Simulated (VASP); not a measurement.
# Ti (Im-3m) in VASP: notebook

Runs on Ti. Level: PBE. Tasks: single point.

All numbers are computed with VASP 6.6.1; they aren't measurements. Logs are shortened: lines on timing, memory, paths and dates and some standing lists are left out, and cuts for length are marked.

## Step 1: The cell of the first run

It takes space group Im-3m (No. 229, cubic). The conventional cell has a = 3.256 Å, b = 3.256 Å, c = 3.256 Å, α = 90.00°, β = 90.00°, γ = 90.00°. Ti (site symmetry m-3m) has 14 Ti at 2.82 to 3.26 Å within 3.7 Å.

## Step 2: Single point, PBE

Input file INCAR:

```
PREC = Accurate
ENCUT = 520
EDIFF = 1E-6
ISMEAR = 0
SIGMA = 0.15
LREAL = F
LASPH = T
NELM = 60
ALGO = Normal
ISIF = 2
LWAVE = F
LCHARG = F
GGA = PE
NBANDS = 12
```

Input file KPOINTS:

```
Automatic mesh
0
Gamma
  28 28 28
```

Input file POSCAR:

```
Ti
1.0
   -1.6277527636      1.6277527636      1.6277527636
    1.6277527636     -1.6277527636      1.6277527636
    1.6277527636      1.6277527636     -1.6277527636
Ti
1
Direct
    0.0000000000      0.0000000000      0.0000000000
```

Potentials or basis: VASP PAW PBE potentials, release 64 (Ti_sv).

On the command line:

```bash
> cat potpaw_PBE.64/Ti_sv/POTCAR > POTCAR
> mpirun -np 1 vasp_std > vasp.out
```

OUTCAR:

```text
PREC = Accurate
   ENCUT = 520
   EDIFF = 1E-6
   ISMEAR = 0
   LREAL = F
   LASPH = T
   NELM = 60
   ISIF = 2
   GGA = PE

 ion  position               nearest neighbor table
   1  0.000  0.000  0.000-

  LATTYP: Found a body centered cubic cell.
 ALAT       =     3.2555055272

  Lattice vectors:

 A1 = (  -1.6277527636,   1.6277527636,   1.6277527636)
 A2 = (   1.6277527636,  -1.6277527636,   1.6277527636)
 A3 = (   1.6277527636,   1.6277527636,  -1.6277527636)

Analysis of symmetry for initial positions (statically):
=====================================================================
 Subroutine PRICEL returns:
 Original cell was already a primitive cell.

 Routine SETGRP: Setting up the symmetry group for a
 body centered cubic supercell.

 Subroutine GETGRP returns: Found 48 space group operations
 (whereof 48 operations were pure point group operations)
 out of a pool of 48 trial point group operations.

The static configuration has the point symmetry O_h .

Analysis of symmetry for dynamics (positions and initial velocities):
=====================================================================
 Subroutine PRICEL returns:
 Original cell was already a primitive cell.

 Routine SETGRP: Setting up the symmetry group for a
 body centered cubic supercell.

 Subroutine GETGRP returns: Found 48 space group operations
 (whereof 48 operations were pure point group operations)
 out of a pool of 48 trial point group operations.

The dynamic configuration has the point symmetry O_h .

 Subroutine INISYM returns: Found 48 space group operations
 (whereof 48 operations are pure point group operations),
 and found     1 'primitive' translations

----------------------------------------------------------------------------------------

                                     Primitive cell

  volume of cell :      17.2514

  direct lattice vectors                    reciprocal lattice vectors
    -1.627752764  1.627752764  1.627752764     0.000000000  0.307171956  0.307171956
     1.627752764 -1.627752764  1.627752764     0.307171956  0.000000000  0.307171956
     1.627752764  1.627752764 -1.627752764     0.307171956  0.307171956  0.000000000

  length of vectors
     2.819350489  2.819350489  2.819350489     0.434406746  0.434406746  0.434406746

  position of ions in fractional coordinates (direct lattice)
     0.000000000  0.000000000  0.000000000

  ion indices of the primitive-cell ions
   primitive index   ion index
                 1           1

----------------------------------------------------------------------------------------

 KPOINTS: Automatic mesh

Automatic generation of k-mesh.
 Grid dimensions read from file:
 generate k-points for:   28   28   28

 Generating k-lattice:

  Cartesian coordinates                     Fractional coordinates (reciprocal lattice)
     0.000000000  0.010970427  0.010970427     0.035714286  0.000000000  0.000000000
     0.010970427  0.000000000  0.010970427     0.000000000  0.035714286  0.000000000
     0.010970427  0.010970427  0.000000000     0.000000000  0.000000000  0.035714286

  Length of vectors
     0.015514527  0.015514527  0.015514527

  Shift w.r.t. Gamma in fractional coordinates (k-lattice)
     0.000000000  0.000000000  0.000000000

 Subroutine IBZKPT returns following result:
 ===========================================

 Found    624 irreducible k-points:

 Following reciprocal coordinates:
            Coordinates               Weight
  0.000000  0.000000  0.000000      1.000000
  0.035714  0.000000  0.000000     12.000000
  0.071429  0.000000  0.000000     12.000000
  0.107143  0.000000  0.000000     12.000000
  0.142857  0.000000  0.000000     12.000000
  0.178571  0.000000  0.000000     12.000000
[... 16 lines left out ...]
  0.285714  0.035714  0.000000     48.000000
  0.321429  0.035714  0.000000     48.000000
 [... further k-points ...]
   k-points           NKPTS =    624   k-points in BZ     NKDIM =    624   number of bands    NBANDS=     12
   number of dos      NEDOS =    301   number of ions     NIONS =      1
   total plane-waves  NPLWV =  13824
   dimension x,y,z NGX =    24 NGY =   24 NGZ =   24
   dimension x,y,z NGXF=    48 NGYF=   48 NGZF=   48
   ions per type =               1
   NGX,Y,Z   is equivalent  to a cutoff of  14.15, 14.15, 14.15 a.u.
   NGXF,Y,Z  is equivalent  to a cutoff of  28.30, 28.30, 28.30 a.u.
 SYSTEM =  unknown system
   PREC   = accura    normal or accurate (medium, high low for compatibility)
   ISTART =      0    job   : 0-new  1-cont  2-samecut
   ICHARG =      2    charge: 1-file 2-atom 10-const
   ISPIN  =      1    spin polarized calculation?
   LNONCOLLINEAR =      F non collinear calculations
   LSORBIT =      F    spin-orbit coupling
   LASPH  =      T    aspherical Exc in radial PAW
   ENCUT  =  520.0 eV  38.22 Ry    6.18 a.u.   5.24  5.24  5.24*2*pi/ulx,y,z
   NELM   =     60;   NELMIN=  2; NELMDL= -5     # of ELM steps
   EDIFF  = 0.1E-05   stopping-criterion for ELM
   LREAL  =      F    real-space projection
   EDIFFG = 0.1E-04   stopping-criterion for IOM
   NSW    =      0    number of steps for IOM
   IBRION =     -1    ionic relax: 0-MD 1-quasi-New 2-CG
   NFREE  =      0    steps in history (QN), initial steepest desc. (CG)
   ISIF   =      2    stress and relaxation
   ISYM   =      2    0-nonsym 1-usesym 2-fastsym
   POTIM  = 0.5000    time-step for ionic-motion
   TEBEG  =    0.0;   TEEND  =   0.0 temperature during run
   PSTRESS=    0.0 pullay stress
   NELECT =      12.0000    total number of electrons
   NUPDOWN=      -1.0000    fix difference up-down
   EMIN   =  10.00;   EMAX   =-10.00  energy-range for DOS
   EFERMI =   0.00;   METHOD = LEGACY
   ISMEAR =     0;   SIGMA  =   0.15  broadening in eV -4-tet -1-fermi 0-gaus
   EFERMI_NEDOS =   21; number of points for ismear=-14 and -15
   IALGO  =     38    algorithm
   IMIX   =      4    mixing-type and parameters
     AMIX     =   0.40;   BMIX     =  1.00
     AMIX_MAG =   1.60;   BMIX_MAG =  1.00
  volume/ion in A,a.u.               =      17.25       116.42
  Fermi-wavevector in a.u.,A,eV,Ry     =   1.450530  2.741105 28.627177  2.104038
  Thomas-Fermi vector in A             =   2.568132
   LORBIT       =      0    0 simple, 1 ext, 2 COOP (PROOUT), +10 PAW based schemes
   GGA     = PE    functional components
   LHFCALC =     F    Hartree Fock is set to
   AEXX    =    0.0000 exact exchange contribution
   IVDW    =     0    specifies the selected vdW correction
   LEPSILON=     F    determine dielectric tensor
   LRPA    =     F    only Hartree local field effects (RPA)
 non-spin polarized calculation
 Gauss-broadening in eV      SIGMA  =   0.15
  energy-cutoff  :      520.00
  volume of cell :       17.25
 maximum number of plane-waves:       478
 NGX is ok and might be reduce to    24
   NGX = 11   NGY = 11   NGZ = 11

 number of electron      11.9999997 magnetization

 Free energy of the ion-electron system (eV)
  ---------------------------------------------------
  ext. energy  EPLUGINS =         0.00000000
  ---------------------------------------------------
  free energy    TOTEN  =        -7.73757744 eV

  energy without entropy =       -7.71175184  energy(sigma->0) =       -7.72466464

 E-fermi :   8.1572     XC(G=0): -11.5255

 val. band max:        8.1566481391   @ k =   0.2500   0.2143   0.0000
 cond. band min:       8.1578835635   @ k =  -0.2857   0.3571   0.0714
 fundamental gap:      0.0012354245
 Fermi energy:         8.1572157873

 k-point     1 :       0.0000    0.0000    0.0000
  band No.  band energies     occupation
      1     -48.3612      2.00000
      2     -24.2098      2.00000
      3     -24.2098      2.00000
      4     -24.2098      2.00000
      5       2.1878      2.00000
      6       9.1513      0.00000
      7       9.1513      0.00000
      8       9.1513      0.00000
      9      10.9229      0.00000
     10      10.9229      0.00000
     11      25.6161      0.00000
     12      25.6161      0.00000

 k-point     2 :       0.0357    0.0000    0.0000
  band No.  band energies     occupation
      1     -48.3595      2.00000
      2     -24.2188      2.00000
      3     -24.2126      2.00000
      4     -24.2099      2.00000
      5       2.2321      2.00000
      6       9.1309      0.00000
      7       9.1464      0.00000
      8       9.1834      0.00000
      9      10.8979      0.00000
     10      10.9240      0.00000
     11      25.5502      0.00000
     12      25.6155      0.00000

 k-point     3 :       0.0714    0.0000    0.0000
  band No.  band energies     occupation
      1     -48.3546      2.00000
      2     -24.2452      2.00000
      3     -24.2207      2.00000
      4     -24.2100      2.00000
      5       2.3635      2.00000
      6       9.0711      0.00000
      7       9.1281      0.00000
      8       9.2790      0.00000
      9      10.8305      0.00000
     10      10.9278      0.00000
     11      25.3463      0.00000
     12      25.5947      0.00000

 k-point     4 :       0.1071    0.0000    0.0000
  band No.  band energies     occupation
      1     -48.3467      2.00000
      2     -24.2877      2.00000
      3     -24.2338      2.00000
      4     -24.2103      2.00000
      5       2.5782      2.00000
      6       8.9765      0.00000
      7       9.0875      0.00000
      8       9.4359      0.00000
      9      10.7414      0.00000
     10      10.9351      0.00000
     11      24.9894      0.00000
     12      25.5121      0.00000

 k-point     5 :       0.1429    0.0000    0.0000
  band No.  band energies     occupation
      1     -48.3361      2.00000
      2     -24.3437      2.00000
      3     -24.2511      2.00000
      4     -24.2107      2.00000
      5       2.8696      2.00000
      6       8.8539      0.00000
      7       9.0132      0.00000
      8       9.6501      0.00000
      9      10.6590      0.00000
     10      10.9474      0.00000
     11      24.4649      0.00000
     12      25.3115      0.00000
[... 228 lines left out ...]
      1     -48.3008      2.00000
      2     -24.5250      2.00000
      3     -24.3064      2.00000
      4     -24.2152      2.00000
      5       3.8848      2.00000
      6       8.4773      0.00255
      7       8.6616      0.00000
      8      10.4253      0.00000
      9      10.5891      0.00000
     10      11.0292      0.00000
     11      22.4934      0.00000
     12      24.1762      0.00000

 k-point    22 :       0.2500    0.0357    0.0000
  band No.  band energies     occupation
      1     -48.2858      2.00000
      2     -24.6006      2.00000
      3     -24.3311      2.00000
      4     -24.2157      2.00000
      5       4.3310      2.00000
      6       8.3228      0.11847
      7       8.5309      0.00043
      8      10.6294      0.00000
      9      10.7891      0.00000
     10      11.0672      0.00000
     11      21.5340      0.00000
     12      23.6465      0.00000

 k-point    23 :       0.2857    0.0357    0.0000
  band No.  band energies     occupation
      1     -48.2711      2.00000
      2     -24.6736      2.00000
      3     -24.3552      2.00000
      4     -24.2163      2.00000
      5       4.7614      2.00000
      6       8.1774      0.84936
      7       8.4551      0.00497
      8      10.6985      0.00000
      9      11.1086      0.00000
     10      11.1595      0.00000
     11      20.5481      0.00000
     12      23.1300      0.00000

 k-point    24 :       0.3214    0.0357    0.0000
  band No.  band energies     occupation
      1     -48.2575      2.00000
      2     -24.7405      2.00000
      3     -24.3773      2.00000
      4     -24.2168      2.00000
      5       5.1343      2.00000
      6       8.0471      1.70067
      7       8.4729      0.00292
      8      10.7721      0.00000
      9      11.1534      0.00000
     10      11.5268      0.00000
     11      19.5838      0.00000
     12      22.6580      0.00000

 [... further k-points ...]

------------------------ aborting loop because EDIFF is reached ----------------------------------------

  FORCE on cell =-STRESS in cart. coord.  units (eV):
  Direction    XX          YY          ZZ          XY          YZ          ZX
  --------------------------------------------------------------------------------------
  -------------------------------------------------------------------------------------
  Total       -0.0186506     -0.0186506     -0.0186506      0.0000000      0.0000000     -0.0000000
  in kB       -1.7321173     -1.7321173     -1.7321173      0.0000000      0.0000000     -0.0000000
  external PRESSURE =      -1.7321173 kB  Pullay stress =       0.0000000 kB

 VOLUME and BASIS-vectors are now :
 -----------------------------------------------------------------------------
  energy-cutoff  :      520.00
  volume of cell :       17.25
      direct lattice vectors                 reciprocal lattice vectors
    -1.627752764  1.627752764  1.627752764     0.000000000  0.307171956  0.307171956
     1.627752764 -1.627752764  1.627752764     0.307171956  0.000000000  0.307171956
     1.627752764  1.627752764 -1.627752764     0.307171956  0.307171956  0.000000000

 POSITION                                       TOTAL-FORCE (eV/Angst)
 -----------------------------------------------------------------------------------
      0.00000      0.00000      0.00000         0.000000      0.000000     -0.000000
 -----------------------------------------------------------------------------------
    total drift:                                0.000000      0.000000      0.000000

  FREE ENERGIE OF THE ION-ELECTRON SYSTEM (eV)
  ---------------------------------------------------
  free  energy   TOTEN  =        -7.7375774368 eV

  energy  without entropy=       -7.7117518357  energy(sigma->0) =       -7.72466464
```

Run time: 2.5 min. Hardware: 1 thread of Intel Xeon 8259CL, shared host; peak memory 0.24 GiB.

What came out:

- Free energy: -7.7376 eV
- Pressure: -0.2 GPa
- Band gap on the k mesh: zero (band 6 reaches 9.16 eV, above the bottom of band 7 at 7.50 eV)

Levels at points of the mesh, in eV from the Fermi level:
| k point | band 4 | band 5 | band 6 | band 7 | band 8 | band 9 |
| --- | --- | --- | --- | --- | --- | --- |
| (0.00, 0.00, 0.00) | -32.37 | -5.97 | 0.99 | 0.99 | 0.99 | 2.77 |
| (0.50, 0.00, 0.00) | -32.37 | -2.47 | -0.40 | 1.16 | 2.75 | 3.11 |
| (0.50, 0.50, 0.50) | -32.84 | -2.13 | -2.13 | 3.95 | 3.95 | 3.95 |

(Part 1 of 2 ends here.)
